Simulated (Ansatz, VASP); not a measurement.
## Two plane-wave programs on HfO2

Contents of INCAR:

```
  ALGO = Normal
  EDIFF = 1E-6
  ENCUT = 520
  GGA = PE
  ISIF = 2
  ISMEAR = -1
  LASPH = T
  LCHARG = T
  LELF = T
  LREAL = F
  LVHAR = T
  LWAVE = F
  NBANDS = 18
  NELM = 80
  PREC = Accurate
  SIGMA = 0.05
```

KPOINTS

```
k-points
0
Gamma
  7 7 7
```

File POSCAR:

```
HfO2
1.0
    0.0000000000      2.6598000000      2.5575000000
    2.6598000000      0.0000000000      2.5575000000
    2.6598000000      2.6598000000      0.0000000000
Hf O
1 2
Direct
    0.0000000000      0.0000000000      0.0000000000
    0.7500000000      0.7500000000      0.7500000000
    0.2500000000      0.2500000000      0.2500000000
```

Contents of input.yaml:

```yaml
crystal:
  lattice:
    - [0.0, 2.6598, 2.5575]
    - [2.6598, 0.0, 2.5575]
    - [2.6598, 2.6598, 0.0]
  atoms:
    - { symbol: Hf, position: [0.0, 0.0, 0.0] }
    - { symbol: O, position: [0.75, 0.75, 0.75] }
    - { symbol: O, position: [0.25, 0.25, 0.25] }
hamiltonian:
  xc: pbe
  pseudopotentials: { kind: paw }
kpoints:
  mp_grid: { grid: [7, 7, 7] }
scf:
  occupations: { method: fermi_dirac, width: 0.05 }
output:
  forces: true
  stress: true
  eigenvalues: true
  write_density: true
  write_potential: true
  elf: true
  volumetric_format: npy
```

Alike in both runs: task single point; functional PBE; k mesh 7 × 7 × 7; occupations fermi-dirac, width 0.05 eV; no spin polarisation.

|  | VASP | Ansatz |
| --- | --- | --- |
| version | VASP 6.6.1 | Ansatz 0.2.0 |
| potentials or method | VASP PAW PBE potentials, release 64 (Hf_pv, O) | Ansatz PAW |
| plane-wave cutoff (eV) | 520 | 420 |
| valence electrons in the cell | 22 | 38 |

|  | VASP | Ansatz | Ansatz less VASP |
| --- | --- | --- | --- |
| gap on the k mesh at the Fermi level (eV) | 3.25 | 3.27 | +0.029 |
| least direct gap on the mesh (eV) | 3.51 | 3.53 | +0.015 |
| pressure (GPa) | -20.8 | -18.0 | +2.82 |
| traceless stress, the component that is largest in VASP (GPa) | 10.60 | 10.46 | -0.140 |

The functional is the same, so the differences come from potentials, cutoffs and numerics. VASP's potentials hold 22 valence electrons a cell and Ansatz's 38, so a difference there can come from the potentials and not from the codes.

Neither program's run includes spin-orbit coupling. Noted on Ansatz's run: odd divisions of the mesh miss points on the zone boundary, where band edges often lie, so the gap on the mesh can be too wide.
